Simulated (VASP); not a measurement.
MgI2: single point with PBE

MgI2:

```xyz
3
Lattice="4.0919 0.0000 0.0000 -2.0459 3.5437 0.0000 0.0000 0.0000 7.5976" Properties=species:S:1:pos:R:3 pbc="T T T"
Mg    0.0000    0.0000    0.0000
I     0.0000    2.3624    5.9415
I     2.0459    1.1812    1.6561
```

| Item | Value |
| --- | --- |
| Program | VASP 6.6.1 |
| Task | single point |
| Functional | PBE |
| Potentials or basis | VASP PAW PBE potentials, release 64 (Mg, I) |
| Cutoff | 520 eV |
| k mesh | 6 × 6 × 4 |
| Occupations | gaussian, width 0.05 eV |
| Spin | no spin polarisation |
| Dipole correction | no |
| Further INCAR settings | ALGO = Normal; EDIFF = 1e-06; NBANDS = 15 |

```json
{"Pressure": "1.9 GPa", "Largest force": "0.281 eV/Å", "Band gap on the k mesh": "3.63 eV, indirect (least direct gap 3.92 eV)"}
```

Forces on the atoms (eV/Å):
```
Mg   0.000  0.000  0.000
I    0.000  0.000 -0.281
I    0.000  0.000  0.281
```

Stress tensor (GPa, compression positive):
```
2.12 0.00 0.00
0.00 2.12 0.00
0.00 0.00 1.45
```

Levels at points of the mesh, in eV from the valence-band top:
```tsv
k point	band 5	band 6	band 7	band 8	band 9	band 10	band 11	band 12
(0.00, 0.00, 0.00)	-0.32	-0.32	0.00	0.00	3.92	4.95	6.79	6.79
(0.50, 0.00, 0.00)	-1.65	-1.28	-0.83	-0.48	3.68	5.41	5.58	7.32
(0.00, 0.00, 0.50)	-0.30	-0.30	-0.02	-0.02	4.70	4.96	6.73	6.73
(0.50, 0.00, 0.50)	-1.36	-1.24	-0.81	-0.54	3.63	5.36	5.52	6.15
```

Wall time 14 s on 1 thread of Intel(R) Xeon(R) 6975P-C (Granite Rapids) (shared host), peak memory 0.23 GiB.

Caveat: spin-orbit coupling is left out, which moves the levels of the heavy elements; this functional lacks dispersion, which binds the layers, so the pressure and a relaxed spacing across them are unreliable. A k mesh can miss the band edges.
